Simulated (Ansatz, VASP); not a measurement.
Two plane-wave programs on EuH4

```
Eu H
1.0
     4.14313    0.00000    0.00000
    -2.07156    3.58806    0.00000
     0.00000    0.00000    5.10108
Eu H
1 4
Direct
  0.00000 0.00000 0.00000
  0.50000 0.00000 0.00000
  0.00000 0.50000 0.00000
  0.50000 0.50000 0.00000
  0.00000 0.00000 0.50000
```

Alike in both runs: task relaxation of cell and atoms; functional PBE; k mesh 6 × 6 × 4; occupations gaussian, width 0.1 eV; collinear spin.

```csv
,VASP,Ansatz
version,VASP 6.6.1,Ansatz 0.2.0
potentials or method,"VASP PAW PBE potentials, release 64 (Eu, H), cutoff 600 eV","scalar-relativistic, plane waves, PAW"
valence electrons in the cell,21,21
```

|  | VASP | Ansatz | Ansatz less VASP |
| --- | --- | --- | --- |
| gap on the k mesh at the Fermi level, each at its own relaxed structure (eV) | none | none | - |
| net moment per atom (μB) | 1.30 | 1.30 | -0.001 |
| size of the moment on the site where the two differ most (μB) | 6.23 | 6.10 | -0.124 |
| relaxed volume (Å³/atom) | 14.79 | 14.69 | -0.102 |
| relaxed cell length with the largest relative difference (Å) | 4.396 | 4.381 | -0.0152 |

Site moments also hang on the region over which each program counts them. A gap of «none» marks a metal or a gap that the smearing closes.

Neither program's run includes spin-orbit coupling.
